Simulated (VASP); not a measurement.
# Pt3Pb (Pm-3m) in VASP: a series of runs

Pt3Pb is run at these levels: LDA; tasks: single point.

Program: VASP 6.6.1. These are calculated values, not measurements. Logs are shortened: lines on timing, memory, paths and dates and some standing lists are left out, and cuts for length are marked.

### 1 The cell of the first run

Symmetry: Pm-3m, No. 221, cubic system. The conventional cell has a = 4.003 Å, b = 4.003 Å, c = 4.003 Å, α = 90.00°, β = 90.00°, γ = 90.00°. Pt (site symmetry 4/mmm) has 8 Pt at 2.83 Å and 4 Pb at 2.83 Å within 3.7 Å. Within 3.7 Å of Pb (site symmetry m-3m) lie 12 Pt at 2.83 Å.

### 2 Single point, LDA (volume scaled by 0.96)

The input, INCAR:

```
SYSTEM = Pt3Pb
ALGO     = Normal         ! electronic algorithm
EDIFF    = 1E-6           ! SCF threshold, eV
ENCUT    = 520            ! plane-wave cutoff, eV
GGA      = CA             ! functional
ISIF     = 2              ! what is computed and relaxed
ISMEAR   = -1             ! smearing method
LASPH    = .True.         ! aspherical terms in the spheres
LCHARG   = .True.         ! write CHGCAR
LELF     = .True.         ! ELF
LREAL    = .False.        ! projectors in reciprocal space
LVHAR    = .True.       
LWAVE    = .False.        ! write WAVECAR
NBANDS   = 30             ! bands
NELM     = 80             ! most SCF steps
PREC     = Accurate       ! precision mode
SIGMA    = 0.03           ! smearing width, eV
```

The input, KPOINTS:

```
k-points
0
Gamma
  9 9 9
  0 0 0
```

The input, POSCAR:

```
Pt3Pb
1.0
    4.0031554390      0.0000000000      0.0000000000
    0.0000000000      4.0031554390      0.0000000000
    0.0000000000      0.0000000000      4.0031554390
Pt Pb
3 1
Direct
    0.0000000000      0.5000000000      0.5000000000
    0.5000000000      0.0000000000      0.5000000000
    0.5000000000      0.5000000000      0.0000000000
    0.0000000000      0.0000000000      0.0000000000
```

Potentials or basis: VASP PAW LDA potentials, release 64 (Pt, Pb_d).

The run is started by

```console
$ cat potpaw_LDA.64/Pt/POTCAR potpaw_LDA.64/Pb_d/POTCAR > POTCAR
$ mpirun -np 1 vasp_std > vasp.out
```

OUTCAR:

```text
SYSTEM = Pt3Pb
   EDIFF = 1E-6
   ENCUT = 520
   GGA = CA
   ISIF = 2
   ISMEAR = -1
   LASPH = .True.
   LREAL = .False.
   NELM = 80
   PREC = Accurate

 ion  position               nearest neighbor table
   1  0.000  0.500  0.500-   2 2.83   3 2.83   4 2.83   3 2.83   4 2.83   2 2.83   4 2.83   4 2.83
                             2 2.83   3 2.83   3 2.83   2 2.83
   2  0.500  0.000  0.500-   1 2.83   3 2.83   4 2.83   3 2.83   4 2.83   1 2.83   3 2.83   3 2.83
                             1 2.83   4 2.83   4 2.83   1 2.83
   3  0.500  0.500  0.000-   1 2.83   2 2.83   4 2.83   1 2.83   2 2.83   2 2.83   4 2.83   2 2.83
                             1 2.83   4 2.83   1 2.83   4 2.83
   4  0.000  0.000  0.000-   1 2.83   2 2.83   3 2.83   1 2.83   2 2.83   1 2.83   3 2.83   1 2.83
                             2 2.83   3 2.83   2 2.83   3 2.83

  LATTYP: Found a simple cubic cell.
 ALAT       =     4.0031554390

  Lattice vectors:

 A1 = (   4.0031554390,   0.0000000000,   0.0000000000)
 A2 = (   0.0000000000,   4.0031554390,   0.0000000000)
 A3 = (   0.0000000000,   0.0000000000,   4.0031554390)

Analysis of symmetry for initial positions (statically):
=====================================================================
 Subroutine PRICEL returns:
 Original cell was already a primitive cell.

 Routine SETGRP: Setting up the symmetry group for a
 simple cubic supercell.

 Subroutine GETGRP returns: Found 48 space group operations
 (whereof 48 operations were pure point group operations)
 out of a pool of 48 trial point group operations.

The static configuration has the point symmetry O_h .

Analysis of symmetry for dynamics (positions and initial velocities):
=====================================================================
 Subroutine PRICEL returns:
 Original cell was already a primitive cell.

 Routine SETGRP: Setting up the symmetry group for a
 simple cubic supercell.

 Subroutine GETGRP returns: Found 48 space group operations
 (whereof 48 operations were pure point group operations)
 out of a pool of 48 trial point group operations.

The dynamic configuration has the point symmetry O_h .

 Subroutine INISYM returns: Found 48 space group operations
 (whereof 48 operations are pure point group operations),
 and found     1 'primitive' translations

----------------------------------------------------------------------------------------
[... 90 lines left out ...]
   ICHARG =      2    charge: 1-file 2-atom 10-const
   ISPIN  =      1    spin polarized calculation?
   LNONCOLLINEAR =      F non collinear calculations
   LSORBIT =      F    spin-orbit coupling
   LASPH  =      T    aspherical Exc in radial PAW
   ENCUT  =  520.0 eV  38.22 Ry    6.18 a.u.   7.44  7.44  7.44*2*pi/ulx,y,z
   NELM   =     80;   NELMIN=  2; NELMDL= -5     # of ELM steps
   EDIFF  = 0.1E-05   stopping-criterion for ELM
   LREAL  =      F    real-space projection
   EDIFFG = 0.1E-04   stopping-criterion for IOM
   NSW    =      0    number of steps for IOM
   IBRION =     -1    ionic relax: 0-MD 1-quasi-New 2-CG
   NFREE  =      0    steps in history (QN), initial steepest desc. (CG)
   ISIF   =      2    stress and relaxation
   ISYM   =      2    0-nonsym 1-usesym 2-fastsym
   POTIM  = 0.5000    time-step for ionic-motion
   TEBEG  =    0.0;   TEEND  =   0.0 temperature during run
   PSTRESS=    0.0 pullay stress
   NELECT =      44.0000    total number of electrons
   NUPDOWN=      -1.0000    fix difference up-down
   EMIN   =  10.00;   EMAX   =-10.00  energy-range for DOS
   EFERMI =   0.00;   METHOD = LEGACY
   ISMEAR =    -1;   SIGMA  =   0.03  broadening in eV -4-tet -1-fermi 0-gaus
   EFERMI_NEDOS =   21; number of points for ismear=-14 and -15
   IALGO  =     38    algorithm
   IMIX   =      4    mixing-type and parameters
     AMIX     =   0.40;   BMIX     =  1.00
     AMIX_MAG =   1.60;   BMIX_MAG =  1.00
  volume/ion in A,a.u.               =      16.04       108.23
  Fermi-wavevector in a.u.,A,eV,Ry     =   1.443743  2.728279 28.359906  2.084394
  Thomas-Fermi vector in A             =   2.562116
   LORBIT       =      0    0 simple, 1 ext, 2 COOP (PROOUT), +10 PAW based schemes
   GGA     = CA    functional components
   LHFCALC =     F    Hartree Fock is set to
   AEXX    =    0.0000 exact exchange contribution
   IVDW    =     0    specifies the selected vdW correction
   LEPSILON=     F    determine dielectric tensor
   LRPA    =     F    only Hartree local field effects (RPA)
 non-spin polarized calculation
  energy-cutoff  :      520.00
  volume of cell :       64.15
 maximum number of plane-waves:      1755
 NGX is ok and might be reduce to    30
   NGX = 15   NGY = 15   NGZ = 15

 number of electron      44.0000016 magnetization

 Free energy of the ion-electron system (eV)
  ---------------------------------------------------
  ext. energy  EPLUGINS =         0.00000000
  ---------------------------------------------------
  free energy    TOTEN  =       -27.08904540 eV

  energy without entropy =      -27.08650858  energy(sigma->0) =      -27.08777699

 E-fermi :  11.9862     XC(G=0): -13.4513

 val. band max:       11.9160885365   @ k =   0.1111   0.1111   0.0000
 cond. band min:      11.9991604046   @ k =   0.4444   0.4444   0.3333
 fundamental gap:      0.0830718681
 Fermi energy:        11.9861735960

 k-point     1 :       0.0000    0.0000    0.0000
  band No.  band energies     occupation
      1      -5.5435      2.00000
      2      -5.5435      2.00000
      3      -5.4789      2.00000
      4      -5.4789      2.00000
      5      -5.4789      2.00000
      6      -0.9425      2.00000
[... 781 lines left out ...]
     29      21.3938      0.00000
     30      22.0126      0.00000

 [... further k-points ...]
[... 5 lines left out ...]
  --------------------------------------------------------------------------------------
  -------------------------------------------------------------------------------------
  Total        2.9179836      2.9179836      2.9179836      0.0000000      0.0000000     -0.0000000
  in kB       72.8762592     72.8762592     72.8762592      0.0000000      0.0000000     -0.0000000
  external PRESSURE =      72.8762592 kB  Pullay stress =       0.0000000 kB

 VOLUME and BASIS-vectors are now :
 -----------------------------------------------------------------------------
  energy-cutoff  :      520.00
  volume of cell :       64.15
      direct lattice vectors                 reciprocal lattice vectors
     4.003155439  0.000000000  0.000000000     0.249802941  0.000000000  0.000000000
     0.000000000  4.003155439  0.000000000     0.000000000  0.249802941  0.000000000
     0.000000000  0.000000000  4.003155439     0.000000000  0.000000000  0.249802941

 POSITION                                       TOTAL-FORCE (eV/Angst)
 -----------------------------------------------------------------------------------
      0.00000      2.00158      2.00158         0.000000      0.000000      0.000000
      2.00158      0.00000      2.00158         0.000000      0.000000      0.000000
      2.00158      2.00158      0.00000         0.000000      0.000000      0.000000
      0.00000      0.00000      0.00000         0.000000      0.000000      0.000000
 -----------------------------------------------------------------------------------
    total drift:                                0.000000      0.000000     -0.000000

  FREE ENERGIE OF THE ION-ELECTRON SYSTEM (eV)
  ---------------------------------------------------
  free  energy   TOTEN  =       -27.0890453955 eV

  energy  without entropy=      -27.0865085764  energy(sigma->0) =      -27.08777699
```

OSZICAR:

```text
N       E                     dE             d eps       ncg     rms          rms(c)
DAV:   1     0.409926535668E+03    0.40993E+03   -0.21464E+04  2108   0.168E+03
DAV:   2     0.222812743597E+01   -0.40770E+03   -0.38524E+03  2290   0.434E+02
DAV:   3    -0.271730625334E+02   -0.29401E+02   -0.28292E+02  2362   0.119E+02
DAV:   4    -0.279691893945E+02   -0.79613E+00   -0.79366E+00  2440   0.186E+01
DAV:   5    -0.279991161779E+02   -0.29927E-01   -0.29924E-01  2846   0.390E+00    0.192E+01
DAV:   6    -0.272226415400E+02    0.77647E+00   -0.16762E+00  2418   0.896E+00    0.991E+00
DAV:   7    -0.271010919135E+02    0.12155E+00   -0.16190E-01  2910   0.463E+00    0.350E+00
DAV:   8    -0.270902670999E+02    0.10825E-01   -0.15759E-02  2924   0.887E-01    0.282E-01
DAV:   9    -0.270890449038E+02    0.12222E-02   -0.54026E-03  2804   0.943E-01    0.434E-02
DAV:  10    -0.270890463309E+02   -0.14271E-05   -0.16877E-04  2934   0.169E-01    0.169E-02
DAV:  11    -0.270890453955E+02    0.93539E-06   -0.64439E-06  2646   0.216E-02
   1 F= -.27089045E+02 E0= -.27087777E+02  d E =-.253682E-02
```

stdout:

```text
POSCAR found type information on POSCAR PtPb
 POSCAR found :  2 types and       4 ions
 scaLAPACK will be used
 LDA part: xc-table for (Slater(with rela. corr.)+CA(PZ))
 , standard interpolation
 POSCAR, INCAR and KPOINTS ok, starting setup
 FFT: planning ... GRIDC
 FFT: planning ... GRID_SOFT
 FFT: planning ... GRID
 WAVECAR not read
 entering main loop
```

Run time: 50 s. Hardware: 1 thread of Intel Xeon Platinum 8375C at 2.90GHz (Ice Lake), shared host; peak memory 0.19 GiB.

Results:

```yaml
Free_energy: -27.0890 eV
Pressure: 7.3 GPa
Band_gap_on_the_k_mesh: zero (band 22 reaches 12.09 eV, above the bottom of band 23 at 11.68 eV)
```

Caveat: spin-orbit coupling is left out, which moves the levels of the heavy elements.

### 3 Single point, LDA (volume scaled by 0.99)

The input, INCAR:

```
SYSTEM = Pt3Pb
ALGO = Normal
EDIFF = 1E-6
ENCUT = 520
ISIF = 2
ISMEAR = -1
LASPH = .True.
LCHARG = .False.
LREAL = .False.
LWAVE = .False.
NBANDS = 30
NELM = 60
PREC = Accurate
SIGMA = 0.03
```

KPOINTS is that of step 2.

The input, POSCAR:

```
Pt3Pb
1.0
    4.0444279923      0.0000000000      0.0000000000
    0.0000000000      4.0444279923      0.0000000000
    0.0000000000      0.0000000000      4.0444279923
Pt Pb
3 1
Direct
    0.0000000000      0.5000000000      0.5000000000
    0.5000000000      0.0000000000      0.5000000000
    0.5000000000      0.5000000000      0.0000000000
    0.0000000000      0.0000000000      0.0000000000
```

Potentials or basis: VASP PAW LDA potentials, release 64 (Pt, Pb_d).

The run is started by

```console
$ cat potpaw_LDA.64/Pt/POTCAR potpaw_LDA.64/Pb_d/POTCAR > POTCAR
$ mpirun -np 1 vasp_std > vasp.out
```

Run time: 50 s. Hardware: 1 thread of Intel Xeon Platinum 8375C at 2.90GHz (Ice Lake), shared host; peak memory 0.18 GiB.

The run converged. Its results:

```
Free energy            : -27.1341 eV
Pressure               : -0.1 GPa
Band gap on the k mesh : zero (band 22 reaches 11.49 eV, above the bottom of band 23 at 11.11 eV)
```

Levels at points of the mesh, in eV from the Fermi level:
| k point | band 18 | band 19 | band 20 | band 21 | band 22 | band 23 | band 24 | band 25 | band 26 | band 27 |
| --- | --- | --- | --- | --- | --- | --- | --- | --- | --- | --- |
| (0.00, 0.00, 0.00) | -1.07 | -1.07 | -1.07 | -0.43 | 0.08 | 0.08 | 0.08 | 1.61 | 6.20 | 6.20 |

Caveat: spin-orbit coupling is left out, which moves the levels of the heavy elements.

### 4 Single point, LDA (volume scaled by 1.02)

The input, INCAR:

```
SYSTEM = Pt3Pb
PREC = Accurate
ENCUT = 520
EDIFF = 1E-7
ISMEAR = -1
SIGMA = 0.03
LREAL = .False.
LASPH = .True.
NELM = 60
ALGO = Normal
ISIF = 2
LWAVE = .False.
LCHARG = .False.
NBANDS = 30
```

The input, KPOINTS:

```
regular mesh
0
Gamma
  9 9 9
  0 0 0
```

The input, POSCAR:

```
Pt3Pb
1.0
    4.0848749554      0.0000000000      0.0000000000
    0.0000000000      4.0848749554      0.0000000000
    0.0000000000      0.0000000000      4.0848749554
Pt Pb
3 1
Direct
    0.0000000000      0.5000000000      0.5000000000
    0.5000000000      0.0000000000      0.5000000000
    0.5000000000      0.5000000000      0.0000000000
    0.0000000000      0.0000000000      0.0000000000
```

The run is started by

```console
$ cat potpaw_LDA.64/Pt/POTCAR potpaw_LDA.64/Pb_d/POTCAR > POTCAR
$ mpirun -np 1 vasp_std > vasp.out
```

It took 61 s on 1 thread of Intel Xeon Platinum 8375C at 2.90GHz (Ice Lake), shared host; peak memory 0.19 GiB.

Results (log left out):

* Free energy: -27.0955 eV
* Pressure: -6.2 GPa
* Band gap on the k mesh: zero (band 22 reaches 10.92 eV, above the bottom of band 23 at 10.57 eV)

Levels at points of the mesh, in eV from the Fermi level:
```csv
k point,band 20,band 21,band 22,band 23,band 24,band 25
"(0.00, 0.00, 0.00)",-0.96,-0.42,0.07,0.07,0.07,1.41
```

Caveat: spin-orbit coupling is left out, which moves the levels of the heavy elements.

### 5 Single point, LDA (volume scaled by 1.06)

The input, INCAR:

```
SYSTEM = Pt3Pb
ALGO     = Normal         ! electronic algorithm
EDIFF    = 1E-7           ! SCF threshold, eV
ENCUT    = 520            ! plane-wave cutoff, eV
GGA      = CA             ! functional
ISIF     = 2              ! what is computed and relaxed
ISMEAR   = -1             ! smearing method
LASPH    = .TRUE.         ! aspherical terms in the spheres
LCHARG   = .TRUE.         ! write CHGCAR
LELF     = .TRUE.         ! ELF
LREAL    = .FALSE.        ! projectors in reciprocal space
LVHAR    = .TRUE.       
LWAVE    = .FALSE.        ! write WAVECAR
NBANDS   = 30             ! bands
NELM     = 60             ! most SCF steps
PREC     = Accurate       ! precision mode
SIGMA    = 0.03           ! smearing width, eV
```

The input, KPOINTS:

```
k-points
0
G
  9 9 9
  0 0 0
```

The input, POSCAR:

```
Pt3Pb
1.0
    4.1375888334      0.0000000000      0.0000000000
    0.0000000000      4.1375888334      0.0000000000
    0.0000000000      0.0000000000      4.1375888334
Pt Pb
3 1
Direct
    0.0000000000      0.5000000000      0.5000000000
    0.5000000000      0.0000000000      0.5000000000
    0.5000000000      0.5000000000      0.0000000000
    0.0000000000      0.0000000000      0.0000000000
```

The run is started by

```console
$ cat potpaw_LDA.64/Pt/POTCAR potpaw_LDA.64/Pb_d/POTCAR > POTCAR
$ mpirun -np 1 vasp_std > vasp.out
```

It took 48 s on 1 thread of Intel Xeon Platinum 8375C at 2.90GHz (Ice Lake), shared host; peak memory 0.19 GiB.

It converged, with:

| Property | Result |
| --- | --- |
| Free energy | -26.9395 eV |
| Pressure | -12.5 GPa |
| Band gap on the k mesh | zero (band 22 reaches 10.22 eV, above the bottom of band 23 at 9.90 eV) |

Levels at points of the mesh, in eV from the Fermi level:
```
           k point  band 20  band 21  band 22  band 23  band 24  band 25
(0.00, 0.00, 0.00)    -0.82    -0.40     0.06     0.06     0.06     1.17
```

Caveat: spin-orbit coupling is left out, which moves the levels of the heavy elements.

(Part 1 of 2 ends here.)
